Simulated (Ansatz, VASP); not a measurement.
**Rh in VASP and in Ansatz**

The input INCAR:

```
SYSTEM = Rh
PREC = Accurate
ENCUT = 520
EDIFF = 1E-6
ISMEAR = 0
SIGMA = 0.15
LREAL = .FALSE.
LASPH = .TRUE.
NELM = 60
ALGO = Fast
ISIF = 2
LWAVE = .FALSE.
LCHARG = .FALSE.
GGA = PE
NBANDS = 22
```

Contents of KPOINTS:

```
regular mesh
0
G
  21 21 12
  0 0 0
```

POSCAR

```
Rh
1.0
    2.6701123116      0.0000000000      0.0000000000
   -1.3350561558      2.3123850928      0.0000000000
    0.0000000000      0.0000000000      4.7036698480
Rh
2
Direct
    0.6666666667      0.3333333333      0.7500000000
    0.3333333333      0.6666666667      0.2500000000
```

Input for Ansatz:

```yaml
crystal:
  lattice:
    - [2.6701123116, 0.0, 0.0]
    - [-1.3350561558, 2.3123850928, 0.0]
    - [0.0, 0.0, 4.703669848]
  atoms:
    - { symbol: Rh, position: [0.6666666667, 0.3333333333, 0.75] }
    - { symbol: Rh, position: [0.3333333333, 0.6666666667, 0.25] }
basis:
  ecutwfc: 420
kpoints:
  mp_grid: { grid: [21, 21, 12] }
hamiltonian:
  xc: pbe
  pseudopotentials: { kind: paw, azcp: { folder: soft_1 } }
scf:
  occupations: { method: gaussian, width: 0.15 }
output:
  forces: true
  stress: true
  eigenvalues: true
```

Alike in both runs: task single point; functional PBE; k mesh 21 × 21 × 12; occupations gaussian, width 0.15 eV; no spin polarisation.

|  | VASP | Ansatz |
| --- | --- | --- |
| version | VASP 6.6.1 | Ansatz 0.2.0 |
| potentials or method | VASP PAW PBE potentials, release 64 (Rh_pv), cutoff 520 eV | scalar-relativistic, plane waves, PAW |
| valence electrons in the cell | 30 | 34 |

```csv
,VASP,Ansatz,Ansatz less VASP
gap on the k mesh at the Fermi level (eV),none,none,-
pressure (GPa),-5.1,-5.1,+0.03
"traceless stress, the component that is largest in VASP (GPa)",-13.52,-13.53,-0.017
```

A gap of «none» marks a metal or a gap that the smearing closes. VASP's potentials hold 30 valence electrons a cell and Ansatz's 34, so a difference there can come from the potentials and not from the codes.
